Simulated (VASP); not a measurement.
BPt16 (a cell with a defect), 17 atoms in the cell. The cell holds a defect, 17 atoms: a = 7.055 Å, b = 7.055 Å, c = 7.055 Å, α = 109.47°, β = 109.47°, γ = 109.47°. 

* Program: VASP 6.6.1
* Task: single point
* Functional: PBE
* Potentials or basis: VASP PAW PBE potentials, release 64 (Pt, B)
* Cutoff: 520 eV
* k mesh: 3 × 3 × 3
* Occupations: fermi-dirac, width 1 eV
* Spin: no spin polarisation
* Dipole correction: no
* Further INCAR settings: LREAL = Auto; ALGO = Normal; EDIFF = 1e-06; NBANDS = 96

Potentials or basis: VASP PAW PBE potentials, release 64 (Pt, B).

Command:

```sh
$ cat potpaw_PBE.64/Pt/POTCAR potpaw_PBE.64/B/POTCAR > POTCAR
$ mpirun -np 1 vasp_std > vasp.out
```

Hardware: 1 thread of Intel(R) Xeon(R) Platinum 8375C CPU @ 2.90GHz (Ice Lake) (shared host).

**Question.** How long does it take, and how much memory?

**Answer.** Run time: 16 min on 1 thread of Intel(R) Xeon(R) Platinum 8375C CPU @ 2.90GHz (Ice Lake), on a shared host, peak memory 0.52 GiB. Counts: scf iterations 17, k points 14.
